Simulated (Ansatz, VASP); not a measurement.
GaP: VASP beside Ansatz

Contents of POSCAR:

```
GaP
1.0
    0.0000000000      2.7257149900      2.7257149900
    2.7257149900      0.0000000000      2.7257149900
    2.7257149900      2.7257149900      0.0000000000
Ga P
1 1
Direct
    0.0000000000      0.0000000000      0.0000000000
    0.2500000000      0.2500000000      0.2500000000
```

File INCAR.step1:

```
ALGO = Normal ; EDIFF = 1E-4
ENCUT = 520 ; GGA = PE
ISMEAR = -1 ; LASPH = T
LCHARG = F ; LREAL = F
LWAVE = T ; NBANDS = 16
NELM = 80 ; PREC = Accurate
SIGMA = 0.02
```

File INCAR.step2:

```
ALGO = Normal ; EDIFF = 1E-7
ENCUT = 520 ; ISIF = 2
ISMEAR = -1 ; ISTART = 1
LASPH = T ; LCHARG = F
LMIXTAU = T ; LREAL = F
LWAVE = F ; METAGGA = R2SCAN
NBANDS = 16 ; NELM = 80
PREC = Accurate ; SIGMA = 0.02
```

The input KPOINTS:

```
k-points
0
Gamma
  10 10 10
```

Input for Ansatz:

```yaml
crystal:
  lattice:
    - [0.0, 2.72571499, 2.72571499]
    - [2.72571499, 0.0, 2.72571499]
    - [2.72571499, 2.72571499, 0.0]
  atoms:
    - { symbol: Ga, position: [0.0, 0.0, 0.0] }
    - { symbol: P, position: [0.25, 0.25, 0.25] }
  symmetry: { tolerance: 0.0003 }
hamiltonian:
  xc: r2scan
  pseudopotentials: { kind: paw, azcp: { folder: soft_1 } }
basis:
  ecutwfc: 500
magnetization:
  spin_polarized: false
scf:
  occupations: { method: fermi_dirac, width: 0.02 }
kpoints:
  mp_grid: { grid: [10, 10, 10], shift: [0, 0, 0] }
  band_path:
    path:
      - [0.0, 0.0, 0.0]
      - [-0.5, -0.5, 0.0]
      - [-0.375, -0.375, 0.25]
      - [-0.375, 0.0, 0.375]
      - [0.0, 0.0, 0.0]
      - [0.0, 0.0, 0.5]
      - [-0.5, -0.25, 0.25]
      - [-0.5, -0.5, 0.0]
    npoints: 15
output:
  forces: true
  stress: true
  eigenvalues: true
  bader: true
  populations: true
  elf: true
  write_potential: true
  write_density: true
  volumetric_format: npy
  dos:
    e_range: [-12, 8]
    de: 0.05
    projected: { site_lists: { Ga: [Ga], P: [P] } }
```

Alike in both runs: task single point; functional r2SCAN; k mesh 10 × 10 × 10; occupations fermi-dirac, width 0.02 eV; no spin polarisation.

```csv
,VASP,Ansatz
version,VASP 6.6.1,Ansatz 0.2.0
potentials or method,"VASP PAW PBE potentials, release 64 (Ga_d, P), cutoff 520 eV",PAW plane waves
valence electrons in the cell,18,18
```

VASP gave:

```
gap on the k mesh at the Fermi level (eV) : 1.87
pressure (GPa)                            : -0.1
```

**Question.** Which values does Ansatz return?

**Answer.** gap on the k mesh at the Fermi level (eV): 1.86; pressure (GPa): 0.0.

VASP's potentials were made for PBE, not for r2SCAN.
